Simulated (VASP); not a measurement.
Runs of VASP 6.6.1 on HfC. It takes space group Fm-3m (No. 225, cubic). Conventional cell: a = 4.650 Å, b = 4.650 Å, c = 4.650 Å, α = 90.00°, β = 90.00°, γ = 90.00°. Hf (site symmetry m-3m) has 6 C at 2.33 Å within 3.1 Å. C (site symmetry m-3m) has 6 Hf at 2.33 Å within 3.1 Å. 

| level | potentials or basis | cutoff (eV) | gap on the mesh (eV) | pressure (GPa) |
| --- | --- | --- | --- | --- |
| PBE | VASP PAW PBE potentials, release 64 (Hf_pv, C) | 600 | none | -0.5 |
| BLYP | VASP PAW PBE potentials, release 64 (Hf_pv, C) | 600 | none | 7.6 |
| LDA | VASP PAW LDA potentials, release 64 (Hf_pv, C) | 600 | none | (a) |
| r2SCAN | VASP PAW PBE potentials, release 64 (Hf_pv, C) | 660 | none | -2.6 |

Alike in all rows: task single point; no spin polarisation; cell as given; k mesh 11 × 11 × 11; smearing methfessel-paxton 0.15 eV.

Task: Fill in the values left out.

Result: (a) -11.6.

Caveats: spin-orbit coupling is left out, which moves the levels of the heavy elements; the PAW data sets were made with another functional, which shifts forces and pressure a little (at least some runs); the cell stands under pressure (at least some runs); the cell stands under tension (at least some runs).

A k mesh can miss the band edges, and the runs leave out spin-orbit coupling on Hf.

A gap of «none» marks levels without a gap at the run's occupations.
